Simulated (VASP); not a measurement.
Crystal: Zr.

```
CELL_PARAMETERS angstrom
3.23200 0.00000 0.00000
-1.61600 2.79899 0.00000
0.00000 0.00000 5.14700
ATOMIC_POSITIONS crystal
Zr 0.66667 0.33333 0.75000
Zr 0.33333 0.66667 0.25000
```

Base run:

```yaml
Program: VASP 6.6.1
Functional: BLYP
Potentials_or_basis: VASP PAW PBE potentials, release 64 (Zr_sv)
Cutoff: 520 eV
k_mesh: 9 × 9 × 5
Occupations: fermi-dirac, width 0.05 eV
Spin: no spin polarisation
```

Its results: band gap on the k mesh zero (bands 12 and 13 overlap by 1.04 eV); pressure 3.7 GPa.

**Question.** The run is repeated on the same cell with these changes: functional from BLYP to PBEsol-based global hybrid with 25 % exact exchange; k mesh from 9 × 9 × 5 to 5 × 5 × 3. What comes out?

**Answer.** Band gap on the k mesh zero (bands 12 and 13 overlap by 1.99 eV); pressure -2.3 GPa.

Several settings changed at once.

Caveats: some runs use coarse meshes; the PAW data sets were made with another functional, which shifts forces and pressure a little; the cell stands under pressure (at least some runs).
